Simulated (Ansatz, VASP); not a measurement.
# CuO in VASP and in Ansatz

```
CELL_PARAMETERS angstrom
3.42205 0.00000 0.00000
0.00000 3.42205 0.00000
0.00000 0.00000 4.26046
ATOMIC_POSITIONS crystal
Cu 0.00000 0.50000 0.00000
Cu 0.50000 0.00000 0.50000
O 0.00000 0.00000 0.25000
O 0.00000 0.00000 0.75000
```

Alike in both runs: task single point; functional RPBE; k mesh 8 × 8 × 6; occupations fermi-dirac, width 0.05 eV; no spin polarisation.

|  | VASP | Ansatz |
| --- | --- | --- |
| version | VASP 6.6.1 | Ansatz 0.2.0 |
| potentials or method | VASP PAW PBE potentials, release 64 (Cu, O) | Ansatz PAW |
| plane-wave cutoff (eV) | 520 | 420 |
| valence electrons in the cell | 34 | 50 |

Ansatz gave:

- gap on the k mesh at the Fermi level (eV): none
- pressure (GPa): 1.6
- traceless stress, the component that is largest in VASP (GPa): 24.48

**Question.** Which values does VASP return?

**Answer.** gap on the k mesh at the Fermi level (eV): none; pressure (GPa): 2.1; traceless stress, the component that is largest in VASP (GPa): 24.00.

VASP's potentials were made for PBE, not for RPBE. A gap of «none» marks a metal or a gap that the smearing closes. VASP's potentials hold 34 valence electrons a cell and Ansatz's 50, so a difference there can come from the potentials and not from the codes.
